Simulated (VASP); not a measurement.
# TaN (P-6m2) in VASP: further runs

TaN is run at these levels: PBEsol; tasks: single point.

All numbers are computed with VASP 6.6.1; they aren't measurements. Logs are shortened: lines on timing, memory, paths and dates and some standing lists are left out, and cuts for length are marked.

## 1. The cell of the first run

The structure is hexagonal, space group P-6m2 (No. 187). Conventional cell: a = 2.924 Å, b = 2.924 Å, c = 2.756 Å, α = 90.00°, β = 90.00°, γ = 120.00°. Ta (site symmetry -6m2) has 6 N at 2.18 Å and 2 Ta at 2.76 Å within 2.9 Å. N (site symmetry -6m2) has 6 Ta at 2.18 Å and 2 N at 2.76 Å within 2.9 Å.

## 2. Single point, PBEsol (strain +0.000 along x and y, -0.040 along z)

File INCAR:

```
SYSTEM = TaN
ALGO = Normal
EDIFF = 1E-7
ENCUT = 520
GGA = PS
ISIF = 2
ISMEAR = 0
LASPH = .TRUE.
LCHARG = .TRUE.
LELF = .TRUE.
LREAL = .FALSE.
LVHAR = .TRUE.
LWAVE = .FALSE.
NBANDS = 15
NELM = 100
PREC = Accurate
SIGMA = 0.15
```

File KPOINTS:

```
k-points
0
G
  24 24 20
  0 0 0
```

File POSCAR:

```
TaN
1.0
    2.9239890448      0.0000000000      0.0000000000
   -1.4619945224      2.5322487931      0.0000000000
    0.0000000000      0.0000000000      2.7558985369
Ta N
1 1
Direct
    0.3333333333      0.6666666667      0.5000000000
    0.0000000000      0.0000000000      0.0000000000
```

Potentials or basis: VASP PAW PBE potentials, release 64 (Ta_pv, N).

On the command line:

```
cat potpaw_PBE.64/Ta_pv/POTCAR potpaw_PBE.64/N/POTCAR > POTCAR
mpirun -np 1 vasp_std > vasp.out
```

OUTCAR:

```text
SYSTEM = TaN
   EDIFF = 1E-7
   ENCUT = 520
   GGA = PS
   ISIF = 2
   ISMEAR = 0
   LASPH = .TRUE.
   LREAL = .FALSE.
   NELM = 100
   PREC = Accurate

 ion  position               nearest neighbor table
   1  0.333  0.667  0.500-   2 2.18   2 2.18   2 2.18   2 2.18   2 2.18   2 2.18
   2  0.000  0.000  0.000-   1 2.18   1 2.18   1 2.18   1 2.18   1 2.18   1 2.18

  LATTYP: Found a hexagonal cell.
 ALAT       =     2.9239890448
 C/A-ratio  =     0.9425132908

  Lattice vectors:

 A1 = (   2.9239890448,   0.0000000000,   0.0000000000)
 A2 = (  -1.4619945224,   2.5322487931,   0.0000000000)
 A3 = (   0.0000000000,   0.0000000000,   2.7558985369)

Analysis of symmetry for initial positions (statically):
=====================================================================
 Subroutine PRICEL returns:
 Original cell was already a primitive cell.

 Routine SETGRP: Setting up the symmetry group for a
 hexagonal supercell.

 Subroutine GETGRP returns: Found 12 space group operations
 (whereof 12 operations were pure point group operations)
 out of a pool of 24 trial point group operations.

The static configuration has the point symmetry D_3h.

Analysis of symmetry for dynamics (positions and initial velocities):
=====================================================================
 Subroutine PRICEL returns:
 Original cell was already a primitive cell.

 Routine SETGRP: Setting up the symmetry group for a
 hexagonal supercell.

 Subroutine GETGRP returns: Found 12 space group operations
 (whereof 12 operations were pure point group operations)
 out of a pool of 24 trial point group operations.

The dynamic configuration has the point symmetry D_3h.

 Subroutine INISYM returns: Found 12 space group operations
 (whereof 12 operations are pure point group operations),
 and found     1 'primitive' translations

----------------------------------------------------------------------------------------

                                     Primitive cell

  volume of cell :      20.4054

  direct lattice vectors                    reciprocal lattice vectors
     2.923989045  0.000000000  0.000000000     0.341998545  0.197452952  0.000000000
    -1.461994522  2.532248793  0.000000000     0.000000000  0.394905904  0.000000000
     0.000000000  0.000000000  2.755898537     0.000000000  0.000000000  0.362858061

  length of vectors
     2.923989045  2.923989045  2.755898537     0.394905904  0.394905904  0.362858061

  position of ions in fractional coordinates (direct lattice)
     0.333333333  0.666666667  0.500000000
     0.000000000  0.000000000  0.000000000

  ion indices of the primitive-cell ions
   primitive index   ion index
                 1           1
                 2           2

----------------------------------------------------------------------------------------

 KPOINTS: k-points

Automatic generation of k-mesh.
 Grid dimensions read from file:
 generate k-points for:   24   24   20

 Generating k-lattice:

  Cartesian coordinates                     Fractional coordinates (reciprocal lattice)
     0.014249939  0.008227206  0.000000000     0.041666667 -0.000000000  0.000000000
     0.000000000  0.016454413  0.000000000     0.000000000  0.041666667  0.000000000
     0.000000000  0.000000000  0.018142903     0.000000000  0.000000000  0.050000000

  Length of vectors
     0.016454413  0.016454413  0.018142903

  Shift w.r.t. Gamma in fractional coordinates (k-lattice)
     0.000000000  0.000000000  0.000000000

 Subroutine IBZKPT returns following result:
 ===========================================

 Found    671 irreducible k-points:

 Following reciprocal coordinates:
            Coordinates               Weight
  0.000000  0.000000  0.000000      1.000000
  0.041667  0.000000  0.000000      6.000000
  0.083333  0.000000  0.000000      6.000000
  0.125000  0.000000  0.000000      6.000000
  0.166667  0.000000  0.000000      6.000000
  0.208333  0.000000  0.000000      6.000000
[... 16 lines left out ...]
  0.416667  0.041667  0.000000     12.000000
  0.458333  0.041667  0.000000     12.000000
 [... further k-points ...]
   k-points           NKPTS =    671   k-points in BZ     NKDIM =    671   number of bands    NBANDS=     15
   number of dos      NEDOS =    301   number of ions     NIONS =      2
   total plane-waves  NPLWV =  11520
   dimension x,y,z NGX =    24 NGY =   24 NGZ =   20
   dimension x,y,z NGXF=    48 NGYF=   48 NGZF=   40
   ions per type =               1   1
   NGX,Y,Z   is equivalent  to a cutoff of  13.65, 13.65, 12.06 a.u.
   NGXF,Y,Z  is equivalent  to a cutoff of  27.29, 27.29, 24.13 a.u.
 SYSTEM =  TaN
   PREC   = accura    normal or accurate (medium, high low for compatibility)
   ISTART =      0    job   : 0-new  1-cont  2-samecut
   ICHARG =      2    charge: 1-file 2-atom 10-const
   ISPIN  =      1    spin polarized calculation?
   LNONCOLLINEAR =      F non collinear calculations
   LSORBIT =      F    spin-orbit coupling
   LASPH  =      T    aspherical Exc in radial PAW
   ENCUT  =  520.0 eV  38.22 Ry    6.18 a.u.   5.44  5.44  5.12*2*pi/ulx,y,z
   NELM   =    100;   NELMIN=  2; NELMDL= -5     # of ELM steps
   EDIFF  = 0.1E-06   stopping-criterion for ELM
   LREAL  =      F    real-space projection
   EDIFFG = 0.1E-05   stopping-criterion for IOM
   NSW    =      0    number of steps for IOM
   IBRION =     -1    ionic relax: 0-MD 1-quasi-New 2-CG
   NFREE  =      0    steps in history (QN), initial steepest desc. (CG)
   ISIF   =      2    stress and relaxation
   ISYM   =      2    0-nonsym 1-usesym 2-fastsym
   POTIM  = 0.5000    time-step for ionic-motion
   TEBEG  =    0.0;   TEEND  =   0.0 temperature during run
   PSTRESS=    0.0 pullay stress
   NELECT =      16.0000    total number of electrons
   NUPDOWN=      -1.0000    fix difference up-down
   EMIN   =  10.00;   EMAX   =-10.00  energy-range for DOS
   EFERMI =   0.00;   METHOD = LEGACY
   ISMEAR =     0;   SIGMA  =   0.15  broadening in eV -4-tet -1-fermi 0-gaus
   EFERMI_NEDOS =   21; number of points for ismear=-14 and -15
   IALGO  =     38    algorithm
   IMIX   =      4    mixing-type and parameters
     AMIX     =   0.40;   BMIX     =  1.00
     AMIX_MAG =   1.60;   BMIX_MAG =  1.00
  volume/ion in A,a.u.               =      10.20        68.85
  Fermi-wavevector in a.u.,A,eV,Ry     =   1.509616  2.852760 31.006852  2.278939
  Thomas-Fermi vector in A             =   2.619914
   LORBIT       =      0    0 simple, 1 ext, 2 COOP (PROOUT), +10 PAW based schemes
   GGA     = PS    functional components
   LHFCALC =     F    Hartree Fock is set to
   AEXX    =    0.0000 exact exchange contribution
   IVDW    =     0    specifies the selected vdW correction
   LEPSILON=     F    determine dielectric tensor
   LRPA    =     F    only Hartree local field effects (RPA)
 non-spin polarized calculation
 Gauss-broadening in eV      SIGMA  =   0.15
  energy-cutoff  :      520.00
  volume of cell :       20.41
 maximum number of plane-waves:       575
 NGX is ok and might be reduce to    24
   NGX = 11   NGY = 11   NGZ = 11

 number of electron      16.0000005 magnetization

 Free energy of the ion-electron system (eV)
  ---------------------------------------------------
  ext. energy  EPLUGINS =         0.00000000
  ---------------------------------------------------
  free energy    TOTEN  =       -23.70000149 eV

  energy without entropy =      -23.69898691  energy(sigma->0) =      -23.69949420

 E-fermi :   8.6736     XC(G=0): -13.7982

 val. band max:        8.6704781253   @ k =   0.0417   0.0000   0.5000
 cond. band min:       8.6891412624   @ k =   0.0417   0.0000   0.4000
 fundamental gap:      0.0186631371
 Fermi energy:         8.6736467400

 k-point     1 :       0.0000    0.0000    0.0000
  band No.  band energies     occupation
      1     -25.8065      2.00000
      2     -25.7000      2.00000
      3     -25.7000      2.00000
      4      -9.5163      2.00000
      5       3.5430      2.00000
      6       3.5430      2.00000
      7       4.2591      2.00000
      8       5.9841      2.00000
      9      10.9804      0.00000
     10      12.7808      0.00000
     11      12.7808      0.00000
     12      13.0961      0.00000
     13      13.0961      0.00000
     14      22.1077      0.00000
     15      22.4715      0.00000

 k-point     2 :       0.0417    0.0000    0.0000
  band No.  band energies     occupation
      1     -25.8040      2.00000
      2     -25.7216      2.00000
      3     -25.7045      2.00000
      4      -9.4763      2.00000
      5       3.4251      2.00000
      6       3.5740      2.00000
      7       4.3162      2.00000
      8       5.9275      2.00000
      9      11.1263      0.00000
     10      12.6933      0.00000
     11      12.7810      0.00000
     12      13.0772      0.00000
     13      13.1501      0.00000
     14      22.1002      0.00000
     15      22.4568      0.00000

 k-point     3 :       0.0833    0.0000    0.0000
  band No.  band energies     occupation
      1     -25.7964      2.00000
      2     -25.7845      2.00000
      3     -25.7176      2.00000
      4      -9.3586      2.00000
      5       3.1216      2.00000
      6       3.6647      2.00000
      7       4.4597      2.00000
      8       5.7674      2.00000
      9      11.5326      0.00000
     10      12.4516      0.00000
     11      12.7849      0.00000
     12      13.0222      0.00000
     13      13.3001      0.00000
     14      22.0781      0.00000
     15      22.4226      0.00000

 k-point     4 :       0.1250    0.0000    0.0000
  band No.  band energies     occupation
      1     -25.8830      2.00000
      2     -25.7844      2.00000
      3     -25.7384      2.00000
      4      -9.1712      2.00000
      5       2.7093      2.00000
      6       3.8084      2.00000
      7       4.6593      2.00000
      8       5.5278      2.00000
      9      12.0470      0.00000
     10      12.1895      0.00000
     11      12.8007      0.00000
     12      12.9363      0.00000
     13      13.5147      0.00000
     14      22.0474      0.00000
     15      22.3887      0.00000
[... 307 lines left out ...]
 k-point    22 :       0.3750    0.0417    0.0000
  band No.  band energies     occupation
      1     -26.7354      2.00000
      2     -25.9428      2.00000
      3     -25.6687      2.00000
      4      -7.3223      2.00000
      5       0.2731      2.00000
      6       3.7944      2.00000
      7       4.7737      2.00000
      8       5.4589      2.00000
      9      11.8613      0.00000
     10      12.0720      0.00000
     11      13.7613      0.00000
     12      14.5990      0.00000
     13      16.3335      0.00000
     14      21.9338      0.00000
     15      22.3739      0.00000

 k-point    23 :       0.4167    0.0417    0.0000
  band No.  band energies     occupation
      1     -26.8032      2.00000
      2     -25.9598      2.00000
      3     -25.6586      2.00000
      4      -7.1532      2.00000
      5       0.1257      2.00000
      6       3.6738      2.00000
      7       4.7318      2.00000
      8       5.4726      2.00000
      9      12.0048      0.00000
     10      12.2590      0.00000
     11      13.8662      0.00000
     12      14.6210      0.00000
     13      16.7851      0.00000
     14      21.2030      0.00000
     15      22.3155      0.00000

 k-point    24 :       0.4583    0.0417    0.0000
  band No.  band energies     occupation
      1     -26.8381      2.00000
      2     -25.9686      2.00000
      3     -25.6534      2.00000
      4      -7.0647      2.00000
      5       0.0519      2.00000
      6       3.6125      2.00000
      7       4.6922      2.00000
      8       5.4865      2.00000
      9      11.9703      0.00000
     10      12.5214      0.00000
     11      13.8965      0.00000
     12      14.6291      0.00000
     13      17.1116      0.00000
     14      20.6345      0.00000
     15      22.3055      0.00000

 [... further k-points ...]

------------------------ aborting loop because EDIFF is reached ----------------------------------------

  FORCE on cell =-STRESS in cart. coord.  units (eV):
  Direction    XX          YY          ZZ          XY          YZ          ZX
  --------------------------------------------------------------------------------------
  -------------------------------------------------------------------------------------
  Total        1.0739728      1.0739728      5.1246713      0.0000000      0.0000000      0.0000000
  in kB       84.3254212     84.3254211    402.3752512      0.0000000      0.0000000      0.0000000
  external PRESSURE =     190.3420312 kB  Pullay stress =       0.0000000 kB

 VOLUME and BASIS-vectors are now :
 -----------------------------------------------------------------------------
  energy-cutoff  :      520.00
  volume of cell :       20.41
      direct lattice vectors                 reciprocal lattice vectors
     2.923989045  0.000000000  0.000000000     0.341998545  0.197452952  0.000000000
    -1.461994522  2.532248793  0.000000000     0.000000000  0.394905904  0.000000000
     0.000000000  0.000000000  2.755898537     0.000000000  0.000000000  0.362858061

 POSITION                                       TOTAL-FORCE (eV/Angst)
 -----------------------------------------------------------------------------------
     -0.00000      1.68817      1.37795         0.000000     -0.000000      0.000000
      0.00000      0.00000      0.00000        -0.000000      0.000000      0.000000
 -----------------------------------------------------------------------------------
    total drift:                                0.000000     -0.000000     -0.000000

  FREE ENERGIE OF THE ION-ELECTRON SYSTEM (eV)
  ---------------------------------------------------
  free  energy   TOTEN  =       -23.7000014875 eV

  energy  without entropy=      -23.6989869068  energy(sigma->0) =      -23.69949420
```

It took 1.9 min on 1 thread of Intel Xeon Platinum 8259CL at 2.50GHz (Skylake/Cascade Lake), shared host; peak memory 0.31 GiB.

What came out:

```
Free energy            : -23.7000 eV
Pressure               : 19.0 GPa
Band gap on the k mesh : zero (band 8 reaches 9.02 eV, above the bottom of band 9 at 8.61 eV)
```

Caveat: the cell differs from its parent crystal (strain +0.000 along x and y, -0.040 along z); the PAW data sets were made with another functional, which shifts forces and pressure a little; spin-orbit coupling is left out, which moves the levels of the heavy elements.

## 3. Single point, PBEsol (strain -0.040 along x and y, +0.080 along z)

File INCAR:

```
PREC     = Accurate       # precision mode
ENCUT    = 520            # plane-wave cutoff, eV
EDIFF    = 1E-6           # SCF threshold, eV
ISMEAR   = 0              # smearing method
SIGMA    = 0.15           # smearing width, eV
LREAL    = False          # projectors in reciprocal space
LASPH    = True           # aspherical terms in the spheres
NELM     = 100            # most SCF steps
ALGO     = Normal         # electronic algorithm
ISIF     = 2              # what is computed and relaxed
LWAVE    = False          # write WAVECAR
LCHARG   = True           # write CHGCAR
GGA      = PS             # functional
LELF     = True           # ELF
LVHAR    = True         
NBANDS   = 15             # bands
```

File KPOINTS:

```
Automatic mesh
0
Gamma
  24 24 20
```

File POSCAR:

```
TaN
1.0
    2.8070294830      0.0000000000      0.0000000000
   -1.4035147415      2.4309588414      0.0000000000
    0.0000000000      0.0000000000      3.1003858540
Ta N
1 1
Direct
    0.3333333333      0.6666666667      0.5000000000
    0.0000000000      0.0000000000      0.0000000000
```

Potentials or basis: VASP PAW PBE potentials, release 64 (Ta_pv, N).

On the command line:

```
cat potpaw_PBE.64/Ta_pv/POTCAR potpaw_PBE.64/N/POTCAR > POTCAR
mpirun -np 1 vasp_std > vasp.out
```

Run time: 2 min. Hardware: 1 thread of Intel Xeon Platinum 8259CL at 2.50GHz (Skylake/Cascade Lake), shared host; peak memory 0.32 GiB.

Results (log left out):

| Property | Result |
| --- | --- |
| Free energy | -23.4128 eV |
| Pressure | 2.0 GPa |
| Band gap on the k mesh | zero (band 8 reaches 8.27 eV, above the bottom of band 9 at 7.99 eV) |

Stress tensor (GPa, compression positive):
```
 27.23   0.00   0.00
  0.00  27.23   0.00
  0.00   0.00 -48.36
```

Levels at points of the mesh, in eV from the Fermi level:
```tsv
k point	band 4	band 5	band 6	band 7	band 8	band 9	band 10	band 11	band 12	band 13
(0.00, 0.00, 0.00)	-17.56	-4.72	-3.50	-3.50	-3.40	3.14	3.14	3.62	4.13	4.13
(0.50, 0.00, 0.00)	-14.88	-8.06	-6.01	-3.73	-2.35	2.80	4.74	5.17	6.42	7.40
(0.00, 0.00, 0.50)	-15.14	-9.44	-2.56	-2.56	-0.13	-0.13	0.72	4.25	4.25	8.74
(0.50, 0.00, 0.50)	-15.40	-7.22	-6.24	-4.71	-0.69	4.16	5.09	6.41	7.35	10.41
```

Caveat: the cell differs from its parent crystal (strain -0.040 along x and y, +0.080 along z); the PAW data sets were made with another functional, which shifts forces and pressure a little; spin-orbit coupling is left out, which moves the levels of the heavy elements.
